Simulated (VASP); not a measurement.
**Be2Pd: relaxation of cell and atoms with PBE**

Crystal: Be2Pd.

```
CELL_PARAMETERS angstrom
-2.61644 2.61644 2.17793
2.61644 -2.61644 2.17793
2.61644 2.61644 -2.17793
ATOMIC_POSITIONS crystal
Be 0.66700 0.16700 0.83400
Be 0.16700 0.33300 0.50000
Be 0.33300 0.83300 0.16600
Be 0.83300 0.66700 0.50000
Pd 0.25000 0.25000 0.00000
Pd 0.75000 0.75000 0.00000
```

```json
{
  "Program": "VASP 6.6.1",
  "Task": "relaxation of cell and atoms",
  "Functional": "PBE",
  "Potentials or basis": "VASP PAW PBE potentials, release 64 (Be, Pd)",
  "Cutoff": "600 eV",
  "k mesh": "6 × 6 × 6",
  "Occupations": "gaussian, width 0.1 eV",
  "Spin": "no spin polarisation",
  "Dipole correction": "no",
  "Further INCAR settings": "ALGO = Fast; EDIFF = 1e-06; IBRION = 2; EDIFFG = -0.04; NSW = 90; ISIF = 3"
}
```

```
Relaxed volume                        : 11.95 Å³/atom
Relaxed cell                          : a = 4.555 Å, b = 4.555 Å, c = 4.555 Å, α = 113.63°, β = 113.63°, γ = 101.45°
Space group after relaxing (to 0.1 Å) : I4/mcm (No. 140)
Energy gained by relaxing             : 662.8 meV/atom
Ionic steps                           : 23
Pressure after relaxing               : 0.2 GPa
Largest force after relaxing          : 0.027 eV/Å
Band gap on the k mesh                : zero (bands 14 and 15 overlap by 0.96 eV)
```

Forces on the atoms (eV/Å):
```
Be  -0.019 -0.019  0.000
Be   0.019 -0.019  0.000
Be   0.019  0.019  0.000
Be  -0.019  0.019  0.000
Pd   0.000  0.000  0.000
Pd   0.000  0.000  0.000
```

Stress tensor (GPa, compression positive):
```
0.04 0.00 0.00
0.00 0.04 0.00
0.00 0.00 0.45
```

Step by step:
| step | energy change (eV) | largest force (eV/Å) | pressure (GPa) | volume (Å³) |
| --- | --- | --- | --- | --- |
| 1 | 0.0000 | 0.6263 | 57.46 | 59.64 |
| 2 | -1.9709 | 0.6439 | -20.51 | 93.90 |
| 3 | -3.6748 | 0.3883 | -4.58 | 75.66 |
| 4 | -3.6766 | 0.3771 | -4.25 | 75.32 |
| 5 | -3.8517 | 0.2805 | -0.83 | 72.56 |
| 6 | -3.9016 | 0.1522 | 2.99 | 70.16 |
| 7 | -3.9303 | 0.1744 | -0.34 | 71.69 |
| 8 | -3.9310 | 0.1788 | -0.97 | 72.05 |
| 9 | -3.9412 | 0.1338 | -0.32 | 71.79 |
| 10 | -3.9516 | 0.0333 | 1.19 | 71.20 |
| 11 | -3.9522 | 0.0126 | 1.53 | 71.06 |
| 12 | -3.9583 | 0.0058 | 1.06 | 71.39 |
| 13 | -3.9708 | 0.0135 | -0.45 | 72.36 |
| 14 | -3.9710 | 0.0169 | -0.74 | 72.55 |
| 15 | -3.9710 | 0.0160 | -0.65 | 72.51 |
| 16 | -3.9724 | 0.0333 | -0.55 | 72.44 |
| 17 | -3.9725 | 0.0383 | -0.51 | 72.42 |
| 18 | -3.9735 | 0.0450 | 0.00 | 72.11 |
| 19 | -3.9736 | 0.0476 | 0.15 | 72.00 |
| 20 | -3.9735 | 0.0526 | 0.55 | 71.77 |
| 21 | -3.9736 | 0.0489 | 0.26 | 71.94 |
| 22 | -3.9746 | 0.0441 | 0.22 | 71.88 |
| 23 | -3.9768 | 0.0275 | 0.18 | 71.69 |

Final structure:
```
Be Pd
1.0
    -2.49314    2.49314    2.88346
     2.49314   -2.49314    2.88346
     2.49314    2.49314   -2.88346
Be Pd
4 2
Direct
  0.68322 0.18322 0.86645
  0.18322 0.31678 0.50000
  0.31678 0.81678 0.13355
  0.81678 0.68322 0.50000
  0.25000 0.25000 0.00000
  0.75000 0.75000 0.00000
```

Levels at points of the mesh, in eV from the Fermi level:
| k point | band 10 | band 11 | band 12 | band 13 | band 14 | band 15 | band 16 | band 17 | band 18 |
| --- | --- | --- | --- | --- | --- | --- | --- | --- | --- |
| (0.00, 0.00, 0.00) | -2.78 | -2.05 | -1.51 | -0.83 | 0.23 | 0.23 | 0.70 | 0.70 | 4.29 |
| (0.50, 0.00, 0.00) | -4.08 | -3.71 | -3.71 | 0.10 | 0.10 | 1.39 | 1.39 | 2.55 | 2.55 |
| (0.50, 0.50, 0.00) | -2.94 | -2.84 | -2.68 | -2.34 | -1.69 | 0.87 | 1.09 | 2.64 | 4.38 |
| (0.50, 0.50, 0.50) | -3.08 | -3.05 | -3.05 | -2.97 | -1.65 | -0.62 | -0.01 | 5.48 | 6.25 |

It took 12 min on 1 thread of AMD EPYC 7R43 64-Core Processor (Zen 3), on a shared host, peak memory 0.19 GiB.

Caveat: the volume moved by over 15 % at a fixed basis, so the end points are rough.
